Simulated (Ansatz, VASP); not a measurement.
## ZnSe in VASP and in Ansatz

```
CELL_PARAMETERS angstrom
0.00000 2.81662 2.81662
2.81662 0.00000 2.81662
2.81662 2.81662 0.00000
ATOMIC_POSITIONS crystal
Zn 0.00000 0.00000 0.00000
Se 0.75000 0.75000 0.75000
```

Alike in both runs: task single point; functional PBEsol; k mesh 8 × 8 × 8; occupations gaussian, width 0.02 eV; no spin polarisation.

|  | VASP | Ansatz |
| --- | --- | --- |
| version | VASP 6.6.1 | Ansatz 0.2.0 |
| potentials or method | VASP PAW PBE potentials, release 64 (Zn, Se), cutoff 520 eV | scalar-relativistic, plane waves, PAW |
| valence electrons in the cell | 18 | 28 |

|  | VASP | Ansatz | Ansatz less VASP |
| --- | --- | --- | --- |
| gap on the k mesh at the Fermi level (eV) | 1.24 | 1.24 | -0.004 |
| least direct gap on the mesh (eV) | 1.24 | 1.24 | -0.004 |
| pressure (GPa) | 0.3 | 0.0 | -0.27 |

VASP's potentials were made for PBE, not for PBEsol. The functional is the same, so the differences come from potentials, cutoffs and numerics. VASP's potentials hold 18 valence electrons a cell and Ansatz's 28, so a difference there can come from the potentials and not from the codes.
